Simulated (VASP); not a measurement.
# Be4Ga2C (P4mm) in VASP: further runs

Runs on Be4Ga2C. Level: PBE. Tasks: single point, relaxation of cell and atoms.

All numbers are computed with VASP 6.6.1; they aren't measurements. Logs are shortened: lines on timing, memory, paths and dates and some standing lists are left out, and cuts for length are marked.

## Step 1: The cell of the first run

Symmetry: P4mm, No. 99, tetragonal system. The conventional cell has a = 4.517 Å, b = 4.517 Å, c = 3.693 Å, α = 90.00°, β = 90.00°, γ = 90.00°. Be (site symmetry m) has 4 Be at 1.62 to 2.29 Å and 1 Ga at 1.68 Å within 2.3 Å. Within 2.2 Å of Ga (site symmetry 2mm) lie 2 Be at 1.68 Å. C (site symmetry 4mm) has 4 Ga at 2.30 Å and 16 Be at 3.03 to 3.22 Å within 3.3 Å.

The cell was generated, and may not be a known phase.

## Step 2: Single point, PBE

Input file INCAR:

```
SYSTEM = Be4Ga2C
  ALGO = Normal
  EDIFF = 1E-7
  ENCUT = 520
  GGA = PE
  ISIF = 2
  ISMEAR = 0
  LASPH = .TRUE.
  LCHARG = .FALSE.
  LREAL = .FALSE.
  LWAVE = .FALSE.
  NBANDS = 28
  NELM = 100
  PREC = Accurate
  SIGMA = 0.1
```

Input file KPOINTS:

```
k-points
0
G
  4 4 6
  0 0 0
```

Input file POSCAR:

```
Be4Ga2C
1.0
    4.5165466700      0.0000000000      0.0000000000
    0.0000000000      4.5165466700      0.0000000000
    0.0000000000      0.0000000000      3.6925633900
Be Ga C
4 2 1
Direct
    0.2468860000      0.5000000000      0.2112887900
    0.7531140000      0.5000000000      0.2112887900
    0.5000000000      0.2468860000      0.2112887900
    0.5000000000      0.7531140000      0.2112887900
    0.5000000000      0.0000000000      0.5519231500
    0.0000000000      0.5000000000      0.5519231500
    0.0000000000      0.0000000000      0.6667780100
```

Potentials or basis: VASP PAW PBE potentials, release 64 (Be, Ga_d, C).

Command:

```console
> cat potpaw_PBE.64/Be/POTCAR potpaw_PBE.64/Ga_d/POTCAR potpaw_PBE.64/C/POTCAR > POTCAR
> mpirun -np 1 vasp_std > vasp.out
```

OUTCAR:

```text
SYSTEM = Be4Ga2C
   EDIFF = 1E-7
   ENCUT = 520
   GGA = PE
   ISIF = 2
   ISMEAR = 0
   LASPH = .TRUE.
   LREAL = .FALSE.
   NELM = 100
   PREC = Accurate

 ion  position               nearest neighbor table
   1  0.247  0.500  0.211-   3 1.62   4 1.62   6 1.68   2 2.23   2 2.29
   2  0.753  0.500  0.211-   3 1.62   4 1.62   6 1.68   1 2.23   1 2.29
   3  0.500  0.247  0.211-   1 1.62   2 1.62   5 1.68   4 2.23   4 2.29
   4  0.500  0.753  0.211-   1 1.62   2 1.62   5 1.68   3 2.23   3 2.29
   5  0.500  0.000  0.552-   3 1.68   4 1.68   7 2.30   7 2.30
   6  0.000  0.500  0.552-   1 1.68   2 1.68   7 2.30   7 2.30
   7  0.000  0.000  0.667-   5 2.30   6 2.30   6 2.30   5 2.30

  LATTYP: Found a simple tetragonal cell.
 ALAT       =     4.5165466700
 C/A-ratio  =     0.8175634306

  Lattice vectors:

 A1 = (   4.5165466700,   0.0000000000,   0.0000000000)
 A2 = (   0.0000000000,   4.5165466700,   0.0000000000)
 A3 = (   0.0000000000,   0.0000000000,   3.6925633900)

Analysis of symmetry for initial positions (statically):
=====================================================================
 Subroutine PRICEL returns:
 Original cell was already a primitive cell.

 Routine SETGRP: Setting up the symmetry group for a
 simple tetragonal supercell.

 Subroutine GETGRP returns: Found  8 space group operations
 (whereof  8 operations were pure point group operations)
 out of a pool of 16 trial point group operations.

The static configuration has the point symmetry C_4v.

Analysis of symmetry for dynamics (positions and initial velocities):
=====================================================================
 Subroutine PRICEL returns:
 Original cell was already a primitive cell.

 Routine SETGRP: Setting up the symmetry group for a
 simple tetragonal supercell.

 Subroutine GETGRP returns: Found  8 space group operations
 (whereof  8 operations were pure point group operations)
 out of a pool of 16 trial point group operations.

The dynamic configuration has the point symmetry C_4v.

 Subroutine INISYM returns: Found  8 space group operations
 (whereof  8 operations are pure point group operations),
 and found     1 'primitive' translations

----------------------------------------------------------------------------------------

                                     Primitive cell

  volume of cell :      75.3253

  direct lattice vectors                    reciprocal lattice vectors
     4.516546670  0.000000000  0.000000000     0.221408096  0.000000000  0.000000000
     0.000000000  4.516546670  0.000000000     0.000000000  0.221408096  0.000000000
     0.000000000  0.000000000  3.692563390     0.000000000  0.000000000  0.270814579

  length of vectors
     4.516546670  4.516546670  3.692563390     0.221408096  0.221408096  0.270814579

  position of ions in fractional coordinates (direct lattice)
     0.246886000  0.500000000  0.211288790
     0.753114000  0.500000000  0.211288790
     0.500000000  0.246886000  0.211288790
     0.500000000  0.753114000  0.211288790
     0.500000000  0.000000000  0.551923150
     0.000000000  0.500000000  0.551923150
     0.000000000  0.000000000  0.666778010

  ion indices of the primitive-cell ions
   primitive index   ion index
                 1           1
                 2           2
                 3           3
                 4           4
                 5           5
                 6           6
                 7           7

----------------------------------------------------------------------------------------

 KPOINTS: k-points

Automatic generation of k-mesh.
 Grid dimensions read from file:
 generate k-points for:    4    4    6

 Generating k-lattice:

  Cartesian coordinates                     Fractional coordinates (reciprocal lattice)
     0.055352024  0.000000000  0.000000000     0.250000000  0.000000000  0.000000000
     0.000000000  0.055352024  0.000000000     0.000000000  0.250000000  0.000000000
     0.000000000  0.000000000  0.045135763     0.000000000  0.000000000  0.166666667

  Length of vectors
     0.055352024  0.055352024  0.045135763

  Shift w.r.t. Gamma in fractional coordinates (k-lattice)
     0.000000000  0.000000000  0.000000000

 Subroutine IBZKPT returns following result:
 ===========================================

 Found     24 irreducible k-points:

 Following reciprocal coordinates:
            Coordinates               Weight
  0.000000  0.000000  0.000000      1.000000
  0.250000  0.000000  0.000000      4.000000
  0.500000  0.000000  0.000000      2.000000
  0.250000  0.250000  0.000000      4.000000
  0.500000  0.250000  0.000000      4.000000
  0.500000  0.500000  0.000000      1.000000
[... 16 lines left out ...]
  0.500000  0.250000  0.500000      4.000000
  0.500000  0.500000  0.500000      1.000000
   k-points           NKPTS =     24   k-points in BZ     NKDIM =     24   number of bands    NBANDS=     28
   number of dos      NEDOS =    301   number of ions     NIONS =      7
   total plane-waves  NPLWV =  36288
   dimension x,y,z NGX =    36 NGY =   36 NGZ =   28
   dimension x,y,z NGXF=    72 NGYF=   72 NGZF=   56
   ions per type =               4   2   1
   NGX,Y,Z   is equivalent  to a cutoff of  13.25, 13.25, 12.61 a.u.
   NGXF,Y,Z  is equivalent  to a cutoff of  26.50, 26.50, 25.21 a.u.
 SYSTEM =  Be4Ga2C
   PREC   = accura    normal or accurate (medium, high low for compatibility)
   ISTART =      0    job   : 0-new  1-cont  2-samecut
   ICHARG =      2    charge: 1-file 2-atom 10-const
   ISPIN  =      1    spin polarized calculation?
   LNONCOLLINEAR =      F non collinear calculations
   LSORBIT =      F    spin-orbit coupling
   LASPH  =      T    aspherical Exc in radial PAW
   ENCUT  =  520.0 eV  38.22 Ry    6.18 a.u.   8.40  8.40  6.87*2*pi/ulx,y,z
   NELM   =    100;   NELMIN=  2; NELMDL= -5     # of ELM steps
   EDIFF  = 0.1E-06   stopping-criterion for ELM
   LREAL  =      F    real-space projection
   EDIFFG = 0.1E-05   stopping-criterion for IOM
   NSW    =      0    number of steps for IOM
   IBRION =     -1    ionic relax: 0-MD 1-quasi-New 2-CG
   NFREE  =      0    steps in history (QN), initial steepest desc. (CG)
   ISIF   =      2    stress and relaxation
   ISYM   =      2    0-nonsym 1-usesym 2-fastsym
   POTIM  = 0.5000    time-step for ionic-motion
   TEBEG  =    0.0;   TEEND  =   0.0 temperature during run
   PSTRESS=    0.0 pullay stress
   NELECT =      38.0000    total number of electrons
   NUPDOWN=      -1.0000    fix difference up-down
   EMIN   =  10.00;   EMAX   =-10.00  energy-range for DOS
   EFERMI =   0.00;   METHOD = LEGACY
   ISMEAR =     0;   SIGMA  =   0.10  broadening in eV -4-tet -1-fermi 0-gaus
   EFERMI_NEDOS =   21; number of points for ismear=-14 and -15
   IALGO  =     38    algorithm
   IMIX   =      4    mixing-type and parameters
     AMIX     =   0.40;   BMIX     =  1.00
     AMIX_MAG =   1.60;   BMIX_MAG =  1.00
  volume/ion in A,a.u.               =      10.76        72.62
  Fermi-wavevector in a.u.,A,eV,Ry     =   1.303234  2.462755 23.108389  1.698419
  Thomas-Fermi vector in A             =   2.434249
   LORBIT       =      0    0 simple, 1 ext, 2 COOP (PROOUT), +10 PAW based schemes
   GGA     = PE    functional components
   LHFCALC =     F    Hartree Fock is set to
   AEXX    =    0.0000 exact exchange contribution
   IVDW    =     0    specifies the selected vdW correction
   LEPSILON=     F    determine dielectric tensor
   LRPA    =     F    only Hartree local field effects (RPA)
 non-spin polarized calculation
 Gauss-broadening in eV      SIGMA  =   0.10
  energy-cutoff  :      520.00
  volume of cell :       75.33
 maximum number of plane-waves:      2054
 NGX is ok and might be reduce to    36
   NGX = 17   NGY = 17   NGZ = 13

 number of electron      37.9999998 magnetization

 Free energy of the ion-electron system (eV)
  ---------------------------------------------------
  ext. energy  EPLUGINS =         0.00000000
  ---------------------------------------------------
  free energy    TOTEN  =        -8.87675289 eV

  energy without entropy =       -8.86727864  energy(sigma->0) =       -8.87201577

 E-fermi :   5.5904     XC(G=0): -10.8227

 val. band max:        5.5713930767   @ k =   0.2500   0.0000   0.5000
 cond. band min:       5.6119076820   @ k =   0.5000   0.5000   0.0000
 fundamental gap:      0.0405146052
 Fermi energy:         5.5904251381

 k-point     1 :       0.0000    0.0000    0.0000
  band No.  band energies     occupation
      1     -10.1535      2.00000
      2     -10.1535      2.00000
      3     -10.0462      2.00000
      4      -9.9467      2.00000
      5      -9.9127      2.00000
      6      -9.8267      2.00000
[... 20 lines left out ...]
     27      11.6973      0.00000
     28      11.6973      0.00000

 k-point     2 :       0.2500    0.0000    0.0000
  band No.  band energies     occupation
      1     -10.1556      2.00000
      2     -10.1529      2.00000
      3     -10.0268      2.00000
      4      -9.9574      2.00000
      5      -9.8721      2.00000
      6      -9.7955      2.00000
[... 20 lines left out ...]
     27      12.3388      0.00000
     28      12.5067      0.00000

 k-point     3 :       0.5000    0.0000    0.0000
  band No.  band energies     occupation
      1     -10.1573      2.00000
      2     -10.1522      2.00000
      3      -9.9919      2.00000
      4      -9.9841      2.00000
      5      -9.8010      2.00000
      6      -9.7678      2.00000
[... 616 lines left out ...]
      3      -9.9252      2.00000
      4      -9.9199      2.00000
      5      -9.7848      2.00000
      6      -9.7599      2.00000
[... 20 lines left out ...]
     27      13.8231      0.00000
     28      15.1759      0.00000

 k-point    24 :       0.5000    0.5000    0.5000
  band No.  band energies     occupation
      1     -10.1987      2.00000
      2     -10.1123      2.00000
      3      -9.9274      2.00000
      4      -9.9274      2.00000
      5      -9.7852      2.00000
      6      -9.7596      2.00000
[... 20 lines left out ...]
     27      12.0876      0.00000
     28      15.9380      0.00000

------------------------ aborting loop because EDIFF is reached ----------------------------------------

  FORCE on cell =-STRESS in cart. coord.  units (eV):
  Direction    XX          YY          ZZ          XY          YZ          ZX
  --------------------------------------------------------------------------------------
  -------------------------------------------------------------------------------------
  Total       26.4339539     26.4339539     34.2387710      0.0000000      0.0000000      0.0000000
  in kB      562.2529541    562.2529541    728.2622281      0.0000000      0.0000000      0.0000000
  external PRESSURE =     617.5893788 kB  Pullay stress =       0.0000000 kB

 VOLUME and BASIS-vectors are now :
 -----------------------------------------------------------------------------
  energy-cutoff  :      520.00
  volume of cell :       75.33
      direct lattice vectors                 reciprocal lattice vectors
     4.516546670  0.000000000  0.000000000     0.221408096  0.000000000  0.000000000
     0.000000000  4.516546670  0.000000000     0.000000000  0.221408096  0.000000000
     0.000000000  0.000000000  3.692563390     0.000000000  0.000000000  0.270814579

 POSITION                                       TOTAL-FORCE (eV/Angst)
 -----------------------------------------------------------------------------------
      1.11507      2.25827      0.78020        -1.263914      0.000000     -7.559115
      3.40147      2.25827      0.78020         1.263914      0.000000     -7.559115
      2.25827      1.11507      0.78020         0.000000     -1.263914     -7.559115
      2.25827      3.40147      0.78020         0.000000      1.263914     -7.559115
      2.25827      0.00000      2.03801         0.000000      0.000000     14.758379
      0.00000      2.25827      2.03801         0.000000     -0.000000     14.758379
      0.00000      0.00000      2.46212         0.000000      0.000000      0.719703
 -----------------------------------------------------------------------------------
    total drift:                                0.000000      0.000000     -0.000176

  FREE ENERGIE OF THE ION-ELECTRON SYSTEM (eV)
  ---------------------------------------------------
  free  energy   TOTEN  =        -8.8767528922 eV

  energy  without entropy=       -8.8672786389  energy(sigma->0) =       -8.87201577
```

It took 74 s on 1 thread of Intel Xeon 8259CL, shared host; peak memory 0.21 GiB.

What came out:

```
Free energy            : -8.8768 eV
Pressure               : 61.8 GPa
Largest force          : 14.758 eV/Å
Band gap on the k mesh : zero (bands 19 and 20 overlap by 2.70 eV)
```

Forces in eV/Å, atoms in the order of the input:
```
Be  -1.264  0.000 -7.559
Be   1.264  0.000 -7.559
Be   0.000 -1.264 -7.559
Be   0.000  1.264 -7.559
Ga   0.000  0.000 14.758
Ga   0.000  0.000 14.758
C    0.000  0.000  0.720
```

Levels at points of the mesh, in eV from the Fermi level:
| k point | band 17 | band 18 | band 19 | band 20 | band 21 | band 22 |
| --- | --- | --- | --- | --- | --- | --- |
| (0.00, 0.00, 0.00) | -2.09 | 0.21 | 0.21 | 0.42 | 0.83 | 1.96 |
| (0.50, 0.00, 0.00) | -1.32 | -0.95 | -0.08 | 0.23 | 1.51 | 2.50 |
| (0.50, 0.50, 0.00) | -0.26 | -0.26 | 0.02 | 1.33 | 1.33 | 1.82 |
| (0.00, 0.00, 0.50) | -4.10 | -1.71 | -0.89 | -0.89 | 0.56 | 0.82 |
| (0.50, 0.00, 0.50) | -3.21 | -1.45 | -0.71 | -0.38 | -0.37 | 1.02 |
| (0.50, 0.50, 0.50) | -4.44 | -3.84 | 1.81 | 2.07 | 2.07 | 2.54 |

Caveat: the stress differs along the axes, from 56 to 73 GPa; forces of over 1 eV/Å act on the atoms, so gaps and moduli don't describe the material at rest.

## Step 3: Single point, PBE

This run uses another cell than the first one, of 13.46 Å³/atom.

Input file INCAR:

```
  ALGO = Normal
  EDIFF = 1E-6
  ENCUT = 520
  GGA = PE
  ISIF = 2
  ISMEAR = 0
  LASPH = True
  LCHARG = False
  LREAL = False
  LWAVE = False
  NBANDS = 28
  NELM = 60
  PREC = Accurate
  SIGMA = 0.1
```

Input file KPOINTS:

```
k-points
0
Gamma
  4 4 6
```

Input file POSCAR:

```
Be4Ga2C
1.0
    4.7516712867      0.0000000000      0.0000000000
    0.0000000000      4.7516712867      0.0000000000
    0.0000000000      0.0000000000      4.1718098196
Be Ga C
4 2 1
Direct
    0.1998943467      0.5000000000      0.1117449120
    0.8001056533      0.5000000000      0.1117449120
    0.5000000000      0.1998943467      0.1117449120
    0.5000000000      0.8001056533      0.1117449120
    0.5000000000      0.0000000000      0.6137010094
    0.0000000000      0.5000000000      0.6137010094
    0.0000000000      0.0000000000      0.9413978032
```

Potentials or basis: VASP PAW PBE potentials, release 64 (Be, Ga_d, C).

Command:

```console
> cat potpaw_PBE.64/Be/POTCAR potpaw_PBE.64/Ga_d/POTCAR potpaw_PBE.64/C/POTCAR > POTCAR
> mpirun -np 1 vasp_std > vasp.out
```

Run time: 92 s. Hardware: 1 thread of Intel Xeon 8259CL, shared host; peak memory 0.22 GiB.

The run converged. Its results:

- Free energy: -21.3275 eV
- Pressure: 0.1 GPa
- Largest force: 0.014 eV/Å
- Band gap on the k mesh: zero (bands 19 and 20 overlap by 2.59 eV)

Forces in eV/Å, atoms in the order of the input:
```
Be   0.014  0.000  0.002
Be  -0.014  0.000  0.002
Be   0.000  0.014  0.002
Be   0.000 -0.014  0.002
Ga   0.000  0.000 -0.004
Ga   0.000  0.000 -0.004
C    0.000  0.000  0.001
```

Levels at points of the mesh, in eV from the Fermi level:
| k point | band 17 | band 18 | band 19 | band 20 | band 21 | band 22 |
| --- | --- | --- | --- | --- | --- | --- |
| (0.00, 0.00, 0.00) | -2.47 | -0.64 | 0.55 | 1.22 | 1.22 | 1.95 |
| (0.50, 0.00, 0.00) | -1.46 | -1.40 | -0.40 | 0.83 | 1.02 | 2.25 |
| (0.50, 0.50, 0.00) | -0.59 | 0.05 | 1.18 | 1.18 | 1.51 | 1.83 |
| (0.00, 0.00, 0.50) | -2.83 | -1.76 | -0.61 | -0.61 | 0.36 | 2.30 |
| (0.50, 0.00, 0.50) | -2.42 | -0.39 | 0.21 | 0.44 | 0.50 | 1.49 |
| (0.50, 0.50, 0.50) | -3.16 | -2.87 | 1.98 | 1.98 | 2.11 | 2.93 |

## Step 4: Relaxation of cell and atoms, PBE

Input file INCAR:

```
SYSTEM = Be4Ga2C
PREC = Accurate
ENCUT = 600
EDIFF = 1E-6
ISMEAR = 0
SIGMA = 0.1
LREAL = .False.
LASPH = .True.
NELM = 80
ALGO = Normal
ISIF = 3
LWAVE = .False.
LCHARG = .False.
GGA = PE
IBRION = 2
NSW = 90
EDIFFG = -0.04
```

Input file KPOINTS:

```
Automatic mesh
0
Gamma
  4 4 6
  0 0 0
```

Input file POSCAR:

```
Be4Ga2C
1.0
    4.5165466700      0.0000000000      0.0000000000
    0.0000000000      4.5165466700      0.0000000000
    0.0000000000      0.0000000000      3.6925633900
Be Ga C
4 2 1
Direct
    0.2468860000      0.5000000000      0.2112887900
    0.7531140000      0.5000000000      0.2112887900
    0.5000000000      0.2468860000      0.2112887900
    0.5000000000      0.7531140000      0.2112887900
    0.5000000000      0.0000000000      0.5519231500
    0.0000000000      0.5000000000      0.5519231500
    0.0000000000      0.0000000000      0.6667780100
```

Command:

```console
> cat potpaw_PBE.64/Be/POTCAR potpaw_PBE.64/Ga_d/POTCAR potpaw_PBE.64/C/POTCAR > POTCAR
> mpirun -np 1 vasp_std > vasp.out
```

It took 9.6 min on 1 thread of Intel Xeon 8259CL, shared host; peak memory 0.23 GiB.

It converged, with:

- Free energy: -20.7682 eV
- Relaxed volume: 14.07 Å³/atom
- Relaxed cell: a = 4.861 Å, b = 4.861 Å, c = 4.166 Å, α = 90.00°, β = 90.00°, γ = 90.00°
- Space group after relaxing (to 0.1 Å): P4mm (No. 99)
- Energy gained by relaxing: 1698.8 meV/atom
- Ionic steps: 13
- Pressure after relaxing: 0.1 GPa
- Largest force after relaxing: 0.007 eV/Å
- Band gap on the k mesh: zero (bands 19 and 20 overlap by 2.46 eV)

Forces in eV/Å, atoms in the order of the input:
```
Be   0.002  0.000  0.002
Be  -0.002  0.000  0.002
Be   0.000  0.002  0.002
Be   0.000 -0.002  0.002
Ga   0.000  0.000  0.000
Ga   0.000  0.000  0.000
C    0.000  0.000 -0.007
```

Stress tensor (GPa, compression positive):
```
0.02 0.00 0.00
0.00 0.02 0.00
0.00 0.00 0.12
```

The path:
| step | energy change (eV) | largest force (eV/Å) | pressure (GPa) | volume (Å³) |
| --- | --- | --- | --- | --- |
| 1 | 0.0000 | 14.7582 | 61.67 | 75.33 |
| 2 | -8.3081 | 3.3938 | -2.84 | 130.02 |
| 3 | -10.5046 | 3.5013 | 0.28 | 102.21 |
| 4 | -10.5120 | 3.5508 | 0.56 | 101.62 |
| 5 | -10.5176 | 3.6438 | 1.12 | 100.50 |
| 6 | -11.6775 | 0.9704 | -3.01 | 104.74 |
| 7 | -11.6783 | 0.9863 | -3.03 | 104.86 |
| 8 | -11.8596 | 0.1922 | -1.47 | 101.21 |
| 9 | -11.8758 | 0.2365 | -0.63 | 99.86 |
| 10 | -11.8903 | 0.0467 | -0.26 | 98.89 |
| 11 | -11.8908 | 0.0561 | -0.12 | 98.67 |
| 12 | -11.8908 | 0.0506 | -0.16 | 98.70 |
| 13 | -11.8913 | 0.0068 | 0.05 | 98.46 |

Final structure:
```yaml
crystal:
  lattice:
    - [4.86145, 0.00000, 0.00000]
    - [0.00000, 4.86145, 0.00000]
    - [0.00000, 0.00000, 4.16621]
  atoms:
    - { symbol: Be, position: [0.20207, 0.50000, 0.15717] }
    - { symbol: Be, position: [0.79793, 0.50000, 0.15717] }
    - { symbol: Be, position: [0.50000, 0.20207, 0.15717] }
    - { symbol: Be, position: [0.50000, 0.79793, 0.15717] }
    - { symbol: Ga, position: [0.50000, 0.00000, 0.65720] }
    - { symbol: Ga, position: [0.00000, 0.50000, 0.65720] }
    - { symbol: C, position: [0.00000, 0.00000, 0.67270] }
```

Levels at points of the mesh, in eV from the Fermi level:
```csv
k point,band 16,band 17,band 18,band 19,band 20,band 21,band 22,band 23
"(0.00, 0.00, 0.00)",-3.05,-2.35,0.12,0.12,0.49,0.74,1.16,1.81
"(0.50, 0.00, 0.00)",-1.76,-1.64,-1.57,-0.14,0.02,1.18,1.64,2.25
"(0.50, 0.50, 0.00)",-1.00,-1.00,-0.10,0.02,0.02,1.50,1.76,2.10
"(0.00, 0.00, 0.50)",-2.94,-2.94,-2.52,-1.05,-1.05,0.56,1.48,1.48
"(0.50, 0.00, 0.50)",-2.61,-2.42,-0.41,-0.02,0.08,0.11,0.18,1.42
"(0.50, 0.50, 0.50)",-4.62,-3.15,-2.84,1.41,1.41,2.01,2.28,2.28
```

Caveat: the volume moved by over 15 % at a fixed basis, so the end points are rough.

(Continued in part 2 of 2.)

The gap in the log of VASP goes by the Fermi energy; the results here count the filled bands.